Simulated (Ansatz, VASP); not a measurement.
**Two plane-wave programs on SiC**

Contents of INCAR:

```
ALGO     = Normal         # electronic algorithm
EDIFF    = 1E-6           # SCF threshold, eV
ENCUT    = 520            # plane-wave cutoff, eV
ISIF     = 2              # what is computed and relaxed
ISMEAR   = 0              # smearing method
LASPH    = True           # aspherical terms in the spheres
LCHARG   = True           # write CHGCAR
LELF     = True           # ELF
LREAL    = False          # projectors in reciprocal space
LVHAR    = True         
LWAVE    = False          # write WAVECAR
NBANDS   = 11             # bands
NELM     = 80             # most SCF steps
PREC     = Accurate       # precision mode
SIGMA    = 0.05           # smearing width, eV
```

The input KPOINTS:

```
k-points
0
Gamma
  12 12 12
```

File POSCAR:

```
SiC
1.0
    0.0000000000      2.1740000000      2.1740000000
    2.1740000000      0.0000000000      2.1740000000
    2.1740000000      2.1740000000      0.0000000000
Si C
1 1
Direct
    0.0813140273      0.0000000000      0.0000000000
    0.7500000000      0.7500000000      0.7500000000
```

Input for Ansatz:

```yaml
crystal:
  lattice:
    - [0.0, 2.174, 2.174]
    - [2.174, 0.0, 2.174]
    - [2.174, 2.174, 0.0]
  atoms:
    - { symbol: Si, position: [0.0813140273, 0.0, 0.0] }
    - { symbol: C, position: [0.75, 0.75, 0.75] }
basis:
  ecutwfc: 420
kpoints:
  mp_grid: { grid: [12, 12, 12] }
hamiltonian:
  xc: lda
scf:
  occupations: { method: gaussian, width: 0.05 }
output:
  forces: true
  stress: true
  eigenvalues: true
```

Change from the starting cell: all Si atoms moved -0.250 Å, as atom 1 towards its neighbour atom 1 (Si) at 3.075 Å.

Alike in both runs: task single point; functional LDA; k mesh 12 × 12 × 12; occupations gaussian, width 0.05 eV; no spin polarisation.

|  | VASP | Ansatz |
| --- | --- | --- |
| version | VASP 6.6.1 | Ansatz 0.2.0 |
| potentials or method | VASP PAW LDA potentials, release 64 (Si, C), cutoff 520 eV | scalar-relativistic, plane waves, PAW |
| valence electrons in the cell | 8 | 8 |

Ansatz gave:

```
gap on the k mesh at the Fermi level (eV)                     : 0.18
least direct gap on the mesh (eV)                             : 3.97
pressure (GPa)                                                : 4.9
traceless stress, the component that is largest in VASP (GPa) : -12.84
rms of the force components (eV/Å)                            : 3.160
```

Q: What did VASP give for the same quantities?

A: gap on the k mesh at the Fermi level (eV): 0.17; least direct gap on the mesh (eV): 3.96; pressure (GPa): 5.2; traceless stress, the component that is largest in VASP (GPa): -12.94; rms of the force components (eV/Å): 3.162.

LDA's correlation is that of Perdew and Zunger in VASP and of Perdew and Wang (1992) in Ansatz. Atom by atom the forces differ by 0.004 eV/Å (rms over components).
